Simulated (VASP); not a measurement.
Input of a VASP 6.6.1 run:

File INCAR:

```
SYSTEM = Si2SnSe6
PREC = Accurate
ENCUT = 600
EDIFF = 1E-6
ISMEAR = 0
SIGMA = 0.1
LREAL = .FALSE.
LASPH = .TRUE.
NELM = 80
ALGO = Normal
ISIF = 3
LWAVE = .FALSE.
LCHARG = .FALSE.
GGA = PE
IBRION = 2
NSW = 90
EDIFFG = -0.04
```

The input KPOINTS:

```
regular mesh
0
G
  4 4 4
  0 0 0
```

POSCAR

```
Si2SnSe6
1.0
    0.0000000000      4.5442760200      4.5442760200
    4.5442760200      0.0000000000      4.5442760200
    4.5442760200      4.5442760200      0.0000000000
Si Sn Se
2 1 6
Direct
    0.7500000000      0.7500000000      0.7500000000
    0.2500000000      0.2500000000      0.2500000000
    0.0000000000      0.0000000000      0.0000000000
    0.5000000000      0.0000000000      0.0000000000
    0.0000000000      0.5000000000      0.5000000000
    0.0000000000      0.5000000000      0.0000000000
    0.5000000000      0.0000000000      0.5000000000
    0.0000000000      0.0000000000      0.5000000000
    0.5000000000      0.5000000000      0.0000000000
```

Potentials or basis: VASP PAW PBE potentials, release 64 (Si, Sn_d, Se).

Command:

```bash
$ cat potpaw_PBE.64/Si/POTCAR potpaw_PBE.64/Sn_d/POTCAR potpaw_PBE.64/Se/POTCAR > POTCAR
$ mpirun -np 1 vasp_std > vasp.out
```

Question: Estimate the relaxed volume.

Answer: 25.86 Å³/atom.

Question: Estimate the band gap on the k mesh.

Answer: Zero (bands 29 and 30 overlap by 1.03 eV).

Question: Estimate the space group after relaxing (to 0.1 Å).

Answer: Fm-3m (No. 225).

Question: Estimate the relaxed cell.

Answer: a = 6.904 Å, b = 6.904 Å, c = 6.904 Å, α = 60.00°, β = 60.00°, γ = 60.00°.

The path:
```tsv
step	energy change (eV)	largest force (eV/Å)	pressure (GPa)	volume (Å³)
1	0.0000	0.0000	17.92	187.68
2	-1.7343	0.0000	-4.12	258.42
3	-2.0871	0.0000	0.15	232.71
```

Caveat: the cell differs from its parent crystal (atoms taken out); the volume moved by over 15 % at a fixed basis, so the end points are rough; spin-orbit coupling is left out, which moves the levels of the heavy elements.
